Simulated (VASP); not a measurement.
Crystal: HfB.

```xyz
2
Lattice="0.0000 2.3100 2.3100 2.3100 0.0000 2.3100 2.3100 2.3100 0.0000" Properties=species:S:1:pos:R:3 pbc="T T T"
Hf    2.3100    2.3100    2.3100
B     0.0000    0.0000    0.0000
```

```yaml
Program: VASP 6.6.1
Task: relaxation of cell and atoms
Functional: PBE
Potentials_or_basis: VASP PAW PBE potentials, release 64 (Hf_pv, B)
Cutoff: 500 eV
k_mesh: 6 × 6 × 6
Occupations: gaussian, width 0.1 eV
Spin: no spin polarisation
```

At the start: pressure 30.7 GPa; volume 12.33 Å³/atom.

Question: Where does the relaxation end?

Answer: Over 4 steps the energy falls by 155.2 meV/atom and the volume is 14.15 Å³/atom (+14.8 %); space group Fm-3m (No. 225, to 0.05 Å).

The path:
```csv
step,energy change (eV),largest force (eV/Å),pressure (GPa),volume (Å³)
1,0.0000,0.0000,30.72,24.65
2,0.1597,0.0000,-22.32,34.08
3,-0.3100,0.0000,-0.97,28.44
4,-0.3105,0.0000,-0.14,28.30
```

Final structure:
```yaml
crystal:
  lattice:
    - [0.00000, 2.41878, 2.41878]
    - [2.41878, 0.00000, 2.41878]
    - [2.41878, 2.41878, 0.00000]
  atoms:
    - { symbol: Hf, position: [0.50000, 0.50000, 0.50000] }
    - { symbol: B, position: [0.00000, 0.00000, 0.00000] }
```

Caveat: the k points lie up to 0.37 Å⁻¹ apart in the final cell; the volume moved by +15 % from the deposited cell, more than functionals usually miss.
